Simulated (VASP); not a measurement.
# AlN (P6_3mc) in VASP: notebook, part 2 of 3

VASP 6.6.1. Earlier steps stand in the parts before.

## (3) Single point, PBE0+D4

Contents of POSCAR:

```
AlN
1.0
    3.1107606290      0.0000000000      0.0000000000
   -1.5553803145      2.6939977298      0.0000000000
    0.0000000000      0.0000000000      4.9787706144
Al N
2 2
Direct
    0.3333333333      0.6666666667      0.0015708995
    0.6666666667      0.3333333333      0.5015708995
    0.3333333333      0.6666666667      0.3834291005
    0.6666666667      0.3333333333      0.8834291005
```

Contents of INCAR.step1:

```
SYSTEM = AlN
PREC     = Accurate       ! precision mode
ENCUT    = 520            ! plane-wave cutoff, eV
EDIFF    = 1E-5           ! SCF threshold, eV
ISMEAR   = 0              ! smearing method
SIGMA    = 0.05           ! smearing width, eV
LREAL    = .False.        ! projectors in reciprocal space
LASPH    = .True.         ! aspherical terms in the spheres
NELM     = 100            ! most SCF steps
ALGO     = Normal         ! electronic algorithm
ISIF     = 2              ! what is computed and relaxed
LWAVE    = .True.         ! write WAVECAR
GGA      = PE             ! functional
NBANDS   = 16             ! bands
```

Contents of INCAR.step2:

```
SYSTEM = AlN
PREC     = Accurate       ! precision mode
ENCUT    = 520            ! plane-wave cutoff, eV
EDIFF    = 1E-6           ! SCF threshold, eV
ISMEAR   = 0              ! smearing method
SIGMA    = 0.05           ! smearing width, eV
LREAL    = .False.        ! projectors in reciprocal space
LASPH    = .True.         ! aspherical terms in the spheres
NELM     = 100            ! most SCF steps
ALGO     = Normal         ! electronic algorithm
ISIF     = 2              ! what is computed and relaxed
LWAVE    = .False.        ! write WAVECAR
LCHARG   = .True.         ! write CHGCAR
GGA      = PE             ! functional
LHFCALC  = .True.         ! exact exchange
AEXX     = 0.25           ! exact-exchange fraction
PRECFOCK = Normal       
IVDW     = 13             ! dispersion correction
LELF     = .True.         ! ELF
LVHAR    = .True.       
ISTART   = 1            
NBANDS   = 16             ! bands
```

Contents of KPOINTS:

```
regular mesh
0
Gamma
  6 6 4
  0 0 0
```

Potentials or basis: VASP PAW PBE potentials, release 64 (Al, N).

On the command line:

```console
cat potpaw_PBE.64/Al/POTCAR potpaw_PBE.64/N/POTCAR > POTCAR
cp INCAR.step1 INCAR
mpirun -np 1 vasp_std > vasp.out
cp INCAR.step2 INCAR
mpirun -np 1 vasp_std > vasp.out
```

OUTCAR:

```text
SYSTEM = AlN
   PREC = Accurate
   ENCUT = 520
   EDIFF = 1E-6
   ISMEAR = 0
   LREAL = .False.
   LASPH = .True.
   NELM = 100
   ISIF = 2
   GGA = PE
   LHFCALC = .True.
   AEXX = 0.25
   PRECFOCK = Normal
   IVDW = 13
   ISTART = 1

 ion  position               nearest neighbor table
   1  0.333  0.667  0.002-   4 1.89   4 1.89   4 1.89   3 1.90   2 3.07   2 3.07   2 3.07   2 3.07
                             2 3.07   2 3.07
   2  0.667  0.333  0.502-   3 1.89   3 1.89   3 1.89   4 1.90   1 3.07   1 3.07   1 3.07   1 3.07
                             1 3.07   1 3.07
   3  0.333  0.667  0.383-   2 1.89   2 1.89   2 1.89   1 1.90
   4  0.667  0.333  0.883-   1 1.89   1 1.89   1 1.89   2 1.90

  LATTYP: Found a hexagonal cell.
 ALAT       =     3.1107606290
 C/A-ratio  =     1.6004994303

  Lattice vectors:

 A1 = (   3.1107606290,   0.0000000000,   0.0000000000)
 A2 = (  -1.5553803145,   2.6939977298,   0.0000000000)
 A3 = (   0.0000000000,   0.0000000000,   4.9787706144)

Analysis of symmetry for initial positions (statically):
=====================================================================
 Subroutine PRICEL returns:
 Original cell was already a primitive cell.

 Routine SETGRP: Setting up the symmetry group for a
 hexagonal supercell.

 Subroutine GETGRP returns: Found 12 space group operations
 (whereof  6 operations were pure point group operations)
 out of a pool of 24 trial point group operations.

The static configuration has the point symmetry C_3v.
 The point group associated with its full space group is C_6v.

Analysis of symmetry for dynamics (positions and initial velocities):
=====================================================================
 Subroutine PRICEL returns:
 Original cell was already a primitive cell.

 Routine SETGRP: Setting up the symmetry group for a
 hexagonal supercell.

 Subroutine GETGRP returns: Found 12 space group operations
 (whereof  6 operations were pure point group operations)
[... 132 lines left out ...]
   NKREDX  =     1    reduce k-point grid by
   NKREDY  =     1    reduce k-point grid by
   NKREDZ  =     1    reduce k-point grid by
   AEXX    =    0.2500 exact exchange contribution
   HFSCREEN=    0.0000 screening length (either q_TF or 0.3 A-1)
   HFSCREENC=   0.0000 screening length for correlation (either q_TF or 0.3 A-1)
   ENCUTFOCK=  -1.0 apply spherical cutoff to Coloumb kernel
   IVDW    =    13    specifies the selected vdW correction
   LEPSILON=     F    determine dielectric tensor
   LRPA    =     F    only Hartree local field effects (RPA)
 non-spin polarized calculation
 Gauss-broadening in eV      SIGMA  =   0.05
  energy-cutoff  :      520.00
  volume of cell :       41.72
 maximum number of plane-waves:      1152
 NGX is ok and might be reduce to    24
  NGX = 18; NGY = 18; NGZ = 28

 number of electron      15.9999997 magnetization

 Free energy of the ion-electron system (eV)
  ---------------------------------------------------
  ext. energy  EPLUGINS =         0.00000000
  ---------------------------------------------------
  free energy    TOTEN  =       -36.74268932 eV

  energy without entropy =      -36.74268932  energy(sigma->0) =      -36.74268932

 E-fermi :   5.0954     XC(G=0):  -8.5962

 val. band max:        4.8731364399   @ k =   0.0000   0.0000   0.0000
 cond. band min:      11.1746695218   @ k =   0.0000   0.0000   0.0000
 fundamental gap:      6.3015330820
 Fermi energy:         5.0953659027

 k-point     1 :       0.0000    0.0000    0.0000
  band No.  band energies     occupation
      1     -11.8770      2.00000
      2      -9.5782      2.00000
      3      -1.6806      2.00000
      4       3.8976      2.00000
      5       3.8976      2.00000
      6       4.6279      2.00000
[... 376 lines left out ...]
      3      -0.4254      2.00000
      4      -0.4254      2.00000
      5       0.6590      2.00000
      6       0.6590      2.00000
[... 8 lines left out ...]
     15      21.1703      0.00000
     16      21.1703      0.00000

------------------------ aborting loop because EDIFF is reached ----------------------------------------

  DFT-D4 for vdW energy calculation

  Edisp (eV):   -1.15774

  FORCE on cell =-STRESS in cart. coord.  units (eV):
  Direction    XX          YY          ZZ          XY          YZ          ZX
  --------------------------------------------------------------------------------------
  -------------------------------------------------------------------------------------
  Total      -1.53139    -1.53139    -1.46189     0.00000    -0.00000    -0.00000
  in kB     -58.80465   -58.80465   -56.13581     0.00000    -0.00000    -0.00000
  external pressure =      -57.92 kB  Pullay stress =        0.00 kB

 VOLUME and BASIS-vectors are now :
 -----------------------------------------------------------------------------
  energy-cutoff  :      520.00
  volume of cell :       41.72
      direct lattice vectors                 reciprocal lattice vectors
     3.110760629  0.000000000  0.000000000     0.321464786  0.185597781  0.000000000
    -1.555380315  2.693997730  0.000000000     0.000000000  0.371195562  0.000000000
     0.000000000  0.000000000  4.978770614     0.000000000  0.000000000  0.200852796

 POSITION                                       TOTAL-FORCE (eV/Angst)
 -----------------------------------------------------------------------------------
     -0.00000      1.79600      0.00782         0.000000      0.000000     -0.004309
      1.55538      0.89800      2.49721        -0.000000      0.000000     -0.004309
     -0.00000      1.79600      1.90901         0.000000      0.000000      0.004309
      1.55538      0.89800      4.39839        -0.000000     -0.000000      0.004309
 -----------------------------------------------------------------------------------
    total drift:                                0.000000      0.000001      0.000461

  FREE ENERGIE OF THE ION-ELECTRON SYSTEM (eV)
  ---------------------------------------------------
  free  energy   TOTEN  =       -37.9004338216 eV

  energy  without entropy=      -37.9004338216  energy(sigma->0) =      -37.90043382
```

OSZICAR.step1:

```text
N       E                     dE             d eps       ncg     rms          rms(c)
DAV:   1     0.418104439692E+02    0.41810E+02   -0.73581E+03   672   0.897E+02
DAV:   2    -0.310495608427E+02   -0.72860E+02   -0.66617E+02   952   0.189E+02
DAV:   3    -0.345004944950E+02   -0.34509E+01   -0.34354E+01   840   0.413E+01
DAV:   4    -0.345225161919E+02   -0.22022E-01   -0.22020E-01   824   0.378E+00
DAV:   5    -0.345228025308E+02   -0.28634E-03   -0.28634E-03   840   0.437E-01    0.122E+01
DAV:   6    -0.297571591253E+02    0.47656E+01   -0.10670E+01   792   0.237E+01    0.417E+00
DAV:   7    -0.297811305415E+02   -0.23971E-01   -0.68493E-01   736   0.582E+00    0.295E+00
DAV:   8    -0.297738547376E+02    0.72758E-02   -0.60170E-02   744   0.226E+00    0.590E-01
DAV:   9    -0.297688535915E+02    0.50011E-02   -0.12239E-02   872   0.815E-01    0.246E-01
DAV:  10    -0.297694769888E+02   -0.62340E-03   -0.22427E-03   712   0.298E-01    0.132E-01
DAV:  11    -0.297693965598E+02    0.80429E-04   -0.17386E-04   808   0.101E-01    0.327E-02
DAV:  12    -0.297693996717E+02   -0.31119E-05   -0.11086E-05   592   0.272E-02
   1 F= -.29769400E+02 E0= -.29769400E+02  d E =-.179627E-13
```

It took 18 min on 1 thread of Intel Xeon Platinum 8488C (Sapphire Rapids), shared host; peak memory 0.18 GiB.

What came out:

```
Free energy                : -37.9004 eV
Pressure                   : -5.8 GPa
Largest force              : 0.004 eV/Å
Band gap on the k mesh     : 6.30 eV, direct
Dispersion energy per atom : -0.289 eV
```

Forces on the atoms (eV/Å):
```
Al   0.000  0.000 -0.004
Al   0.000  0.000 -0.004
N    0.000  0.000  0.004
N    0.000  0.000  0.004
```

Stress tensor (GPa, compression positive):
```
-5.88  0.00  0.00
 0.00 -5.88  0.00
 0.00  0.00 -5.61
```

Caveat: the PAW data sets were made with another functional, which shifts forces and pressure a little.

## (4) Single point, PBE

Contents of INCAR:

```
SYSTEM = AlN
PREC = Accurate
ENCUT = 600
EDIFF = 1E-6
ISMEAR = 0
SIGMA = 0.05
LREAL = .FALSE.
LASPH = .TRUE.
NELM = 120
ALGO = Normal
ISIF = 2
LWAVE = .FALSE.
LCHARG = .FALSE.
GGA = PE
NBANDS = 16
GGA_COMPAT = .FALSE.
```

Contents of KPOINTS:

```
regular mesh
0
G
  8 8 6
  0 0 0
```

Contents of POSCAR:

```
AlN
1.0
    3.1110016497      0.0000000000      0.0000000000
   -1.5555008249      2.6942064599      0.0000000000
    0.0000000000      0.0000000000      4.9779991970
Al N
2 2
Direct
    0.3333333333      0.6666666667      0.0000000000
    0.6666666667      0.3333333333      0.5000000000
    0.3333333333      0.6666666667      0.3850000000
    0.6666666667      0.3333333333      0.8850000000
```

Potentials or basis: VASP PAW PBE potentials, release 64 (Al, N).

On the command line:

```console
cat potpaw_PBE.64/Al/POTCAR potpaw_PBE.64/N/POTCAR > POTCAR
mpirun -np 1 vasp_std > vasp.out
```

OUTCAR:

```text
SYSTEM = AlN
   PREC = Accurate
   ENCUT = 600
   EDIFF = 1E-6
   ISMEAR = 0
   LREAL = .FALSE.
   LASPH = .TRUE.
   NELM = 120
   ISIF = 2
   GGA = PE

 ion  position               nearest neighbor table
   1  0.333  0.667  0.000-   4 1.89   4 1.89   4 1.89   3 1.92   2 3.07   2 3.07   2 3.07   2 3.07
                             2 3.07   2 3.07
   2  0.667  0.333  0.500-   3 1.89   3 1.89   3 1.89   4 1.92   1 3.07   1 3.07   1 3.07   1 3.07
                             1 3.07   1 3.07
   3  0.333  0.667  0.385-   2 1.89   2 1.89   2 1.89   1 1.92
   4  0.667  0.333  0.885-   1 1.89   1 1.89   1 1.89   2 1.92

[... 661 lines left out ...]
  -------------------------------------------------------------------------------------
  Total        1.1132990      1.1132990      0.6422942     -0.0000000     -0.0000000     -0.0000000
  in kB       42.7500354     42.7500354     24.6637239     -0.0000000     -0.0000000     -0.0000000
  external PRESSURE =      36.7212649 kB  Pullay stress =       0.0000000 kB

 VOLUME and BASIS-vectors are now :
 -----------------------------------------------------------------------------
  energy-cutoff  :      600.00
  volume of cell :       41.72
      direct lattice vectors                 reciprocal lattice vectors
     3.111001650  0.000000000  0.000000000     0.321439881  0.185583402  0.000000000
    -1.555500825  2.694206460  0.000000000     0.000000000  0.371166804  0.000000000
     0.000000000  0.000000000  4.977999197     0.000000000  0.000000000  0.200883922

 POSITION                                       TOTAL-FORCE (eV/Angst)
 -----------------------------------------------------------------------------------
     -0.00000      1.79614      0.00000         0.000000     -0.000000      0.181429
      1.55550      0.89807      2.48900        -0.000000      0.000000      0.181429
     -0.00000      1.79614      1.91653         0.000000     -0.000000     -0.181429
      1.55550      0.89807      4.40553        -0.000000      0.000000     -0.181429
 -----------------------------------------------------------------------------------
    total drift:                               -0.000000     -0.000000      0.000568

  FREE ENERGIE OF THE ION-ELECTRON SYSTEM (eV)
  ---------------------------------------------------
  free  energy   TOTEN  =       -29.7709861922 eV

  energy  without entropy=      -29.7709861922  energy(sigma->0) =      -29.77098619
```

OSZICAR:

```text
N       E                     dE             d eps       ncg     rms          rms(c)
DAV:   1     0.490336882275E+02    0.49034E+02   -0.79892E+03  1280   0.100E+03
DAV:   2    -0.304774083800E+02   -0.79511E+02   -0.72920E+02  1816   0.211E+02
DAV:   3    -0.344969322851E+02   -0.40195E+01   -0.40065E+01  1696   0.505E+01
DAV:   4    -0.345226166901E+02   -0.25684E-01   -0.25682E-01  1560   0.429E+00
DAV:   5    -0.345229398213E+02   -0.32313E-03   -0.32313E-03  1672   0.478E-01    0.122E+01
DAV:   6    -0.297544704956E+02    0.47685E+01   -0.10647E+01  1592   0.249E+01    0.413E+00
DAV:   7    -0.297827259808E+02   -0.28255E-01   -0.72552E-01  1400   0.604E+00    0.293E+00
DAV:   8    -0.297754763273E+02    0.72497E-02   -0.60499E-02  1408   0.241E+00    0.573E-01
DAV:   9    -0.297704538986E+02    0.50224E-02   -0.11761E-02  1720   0.826E-01    0.246E-01
DAV:  10    -0.297710903101E+02   -0.63641E-03   -0.24775E-03  1392   0.316E-01    0.140E-01
DAV:  11    -0.297709825560E+02    0.10775E-03   -0.24181E-04  1528   0.125E-01    0.324E-02
DAV:  12    -0.297709862854E+02   -0.37293E-05   -0.14166E-05  1488   0.294E-02    0.790E-03
DAV:  13    -0.297709861922E+02    0.93174E-07   -0.54409E-06  1488   0.193E-02
   1 F= -.29770986E+02 E0= -.29770986E+02  d E =-.404436E-19
```

stdout:

```text
POSCAR found type information on POSCAR AlN
 POSCAR found :  2 types and       4 ions
 scaLAPACK will be used
 LDA part: xc-table for (Slater+PW92), standard interpolation
 POSCAR, INCAR and KPOINTS ok, starting setup
 FFT: planning ... GRIDC
 FFT: planning ... GRID_SOFT
 FFT: planning ... GRID
 WAVECAR not read
 entering main loop
```

It took 28 s on 1 thread of Intel Xeon Platinum 8375C at 2.90GHz (Ice Lake), shared host; peak memory 0.18 GiB.

What came out:

* Free energy: -29.7710 eV
* Pressure: 3.7 GPa
* Largest force: 0.181 eV/Å
* Band gap on the k mesh: 4.17 eV, direct

Forces in eV/Å, atoms in the order of the input:
```
Al   0.000  0.000  0.181
Al   0.000  0.000  0.181
N    0.000  0.000 -0.181
N    0.000  0.000 -0.181
```

As with any semilocal functional, this PBE gap is likely too small.

[end of part 2 of 3]
